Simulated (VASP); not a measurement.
The system is ZnSe3.

```
Zn Se
1.0
     6.46180    0.00000    0.00000
    -3.23090    5.59608    0.00000
     0.00000    0.00000    5.18659
Zn Se
2 6
Cartesian
  0.0000 3.7307 1.2966
  3.2309 1.8654 3.8899
  3.2309 3.7270 1.2966
  -1.6122 4.6615 3.8899
  1.6187 0.9345 1.2966
  0.0000 1.8691 3.8899
  4.8431 0.9345 1.2966
  1.6122 4.6615 3.8899
```

| Item | Value |
| --- | --- |
| Program | VASP 6.6.1 |
| Task | relaxation of cell and atoms |
| Functional | PBE |
| Potentials or basis | VASP PAW PBE potentials, release 64 (Zn, Se) |
| Cutoff | 600 eV |
| k mesh | 3 × 3 × 4 |
| Occupations | gaussian, width 0.1 eV |
| Spin | no spin polarisation |

At the start: pressure -7.4 GPa; volume 23.44 Å³/atom.

**Question.** How do energy, volume and symmetry change on relaxing?

**Answer.** Over 33 steps the energy falls by 422.6 meV/atom and the volume is 21.40 Å³/atom (-8.7 %); space group P6_3/mmc (No. 194, to 0.1 Å) before and after.

Step by step:
| step | energy change (eV) | largest force (eV/Å) | pressure (GPa) | volume (Å³) |
| --- | --- | --- | --- | --- |
| 1 | 0.0000 | 0.4258 | -7.38 | 187.55 |
| 2 | -0.9575 | 0.4062 | -1.04 | 159.69 |
| 3 | -0.9813 | 0.3890 | 0.57 | 155.69 |
| 4 | -1.0541 | 0.2272 | 0.56 | 155.95 |
| 5 | -1.0920 | 0.1106 | 0.80 | 156.16 |
| 6 | -1.0999 | 0.1499 | 1.81 | 156.41 |
| 7 | -1.2153 | 0.1528 | -0.76 | 163.91 |
| 8 | -1.3263 | 0.1859 | -5.88 | 187.11 |
| 9 | -1.3490 | 0.0659 | -4.49 | 178.86 |
| 10 | -1.3584 | 0.0794 | -4.61 | 179.55 |
| 11 | -1.3871 | 0.1276 | -4.94 | 181.62 |
| 12 | -1.4435 | 0.1662 | -5.59 | 185.75 |
| 13 | -1.5364 | 0.1185 | -6.70 | 193.97 |
| 14 | -1.5693 | 0.0212 | -8.35 | 210.22 |
| 15 | -1.5776 | 0.0696 | -7.29 | 198.86 |
| 16 | -1.7474 | 0.0170 | -7.48 | 200.90 |
| 17 | -2.1285 | 0.0502 | -7.83 | 206.33 |
| 18 | -2.0849 | 0.0183 | -7.15 | 213.82 |
| 19 | -2.2103 | 0.0607 | -7.79 | 208.69 |
| 20 | -2.4787 | 0.0878 | -7.14 | 203.28 |
| 21 | -3.0882 | 0.1520 | -4.35 | 187.59 |
| 22 | -2.9979 | 0.3236 | 6.99 | 158.58 |
| 23 | -3.3087 | 0.1854 | -0.79 | 175.12 |
| 24 | -3.3140 | 0.1942 | -0.01 | 172.99 |
| 25 | -3.3135 | 0.1912 | -0.27 | 173.66 |
| 26 | -3.3171 | 0.1862 | -0.27 | 173.57 |
| 27 | -3.3274 | 0.1752 | -0.24 | 173.30 |
| 28 | -3.3471 | 0.1585 | -0.18 | 172.75 |
| 29 | -3.3773 | 0.0444 | -0.04 | 171.66 |
| 30 | -3.3126 | 0.3733 | 0.49 | 169.45 |
| 31 | -3.3799 | 0.0103 | 0.00 | 171.32 |
| 32 | -3.3799 | 0.0208 | 0.01 | 171.26 |
| 33 | -3.3811 | 0.0286 | -0.13 | 171.21 |

Final structure:
```cif
data_structure
_symmetry_space_group_name_H-M 'P 1'
_symmetry_Int_Tables_number 1
_cell_length_a 7.4390
_cell_length_b 7.4390
_cell_length_c 3.5724
_cell_angle_alpha 90.000
_cell_angle_beta 90.000
_cell_angle_gamma 120.000
_cell_volume 171.21
loop_
_atom_site_label
_atom_site_type_symbol
_atom_site_fract_x
_atom_site_fract_y
_atom_site_fract_z
_atom_site_occupancy
Zn1 Zn 0.33333 0.66667 0.25000 1
Zn2 Zn 0.66667 0.33333 0.75000 1
Se1 Se 0.82417 0.64835 0.25000 1
Se2 Se 0.17583 0.82417 0.75000 1
Se3 Se 0.35165 0.17583 0.25000 1
Se4 Se 0.17583 0.35165 0.75000 1
Se5 Se 0.82417 0.17583 0.25000 1
Se6 Se 0.64835 0.82417 0.75000 1
```

Caveat: the k points lie up to 0.44 Å⁻¹ apart in the final cell, too coarse for converged energies and pressures of a metal; a cell axis changed by over 15 % at a fixed basis, so the end point is rough.
